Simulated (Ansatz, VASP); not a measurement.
**One calculation of Ga, two programs**

```
Ga
1.0
     0.00000    2.07456    2.07456
     2.07456    0.00000    2.07456
     2.07456    2.07456    0.00000
Ga
1
Direct
  0.00000 0.00000 0.00000
```

Change from the starting cell: volume scaled by 0.9405, crystal datasets.

Alike in both runs: task electric field gradients; functional PBE; k mesh 17 × 17 × 17; occupations fermi-dirac, width 0.05 eV; no spin polarisation.

```csv
,VASP,Ansatz
version,VASP 6.6.1,Ansatz 0.2.0
potentials or method,"VASP PAW PBE potentials, release 64 (Ga_d), cutoff 520 eV","all-electron PAW with datasets made for the crystal, scalar-relativistic"
```

```tsv
	VASP	Ansatz	Ansatz less VASP
pressure (GPa)	3.5	3.4	-0.08
```

Ansatz ran all-electron here, and VASP with PAW potentials.
